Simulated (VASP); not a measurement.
Set up this calculation in VASP 6.6.1, as the native input.

```yaml
Task: single point
Functional: PBE
Potentials_or_basis: VASP PAW PBE potentials, release 64 (Hf_pv, N)
Cutoff: 520 eV
k_mesh: 22 × 22 × 22
Occupations: gaussian, width 0.15 eV
Spin: no spin polarisation
Dipole_correction: no
Further_INCAR_settings: ALGO = Normal; EDIFF = 1e-06; NBANDS = 14
```

The structure of HfN lies in POSCAR:

```
HfN
1.0
    0.0000000000      2.2397881135      2.2397881135
    2.2738965619     -0.0341084484      2.2738965619
    2.2738965619      2.2738965619     -0.0341084484
Hf N
1 1
Direct
    0.0000000000      0.0000000000      0.0000000000
    0.5000000000      0.5000000000      0.5000000000
```

This cell differs from its parent crystal: strain -0.0300 x Voigt [0, 0, 0, 1, 0, 0].

One way to write it, as run:

INCAR

```
SYSTEM = HfN
PREC     = Accurate       ! precision mode
ENCUT    = 520            ! plane-wave cutoff, eV
EDIFF    = 1E-6           ! SCF threshold, eV
ISMEAR   = 0              ! smearing method
SIGMA    = 0.15           ! smearing width, eV
LREAL    = .FALSE.        ! projectors in reciprocal space
LASPH    = .TRUE.         ! aspherical terms in the spheres
NELM     = 60             ! most SCF steps
ALGO     = Normal         ! electronic algorithm
ISIF     = 2              ! what is computed and relaxed
LWAVE    = .FALSE.        ! write WAVECAR
LCHARG   = .FALSE.        ! write CHGCAR
GGA      = PE             ! functional
NBANDS   = 14             ! bands
```

KPOINTS

```
regular mesh
0
G
  22 22 22
  0 0 0
```

Potentials or basis: VASP PAW PBE potentials, release 64 (Hf_pv, N).

Command:

```sh
$ cat potpaw_PBE.64/Hf_pv/POTCAR potpaw_PBE.64/N/POTCAR > POTCAR
$ mpirun -np 1 vasp_std > vasp.out
```

Results of the run:

```json
{"Pressure": "-2.2 GPa", "Band gap on the k mesh": "zero (an odd number of electrons rules out a gap without spin polarisation)"}
```

Caveat: the cell differs from its parent crystal (strain -0.0300 x Voigt [0, 0, 0, 1, 0, 0]); spin-orbit coupling is left out, which moves the levels of the heavy elements.

It took 3.8 min on 1 thread of AMD EPYC 9R45 96-Core Processor (Zen 5) (shared host), peak memory 0.56 GiB.
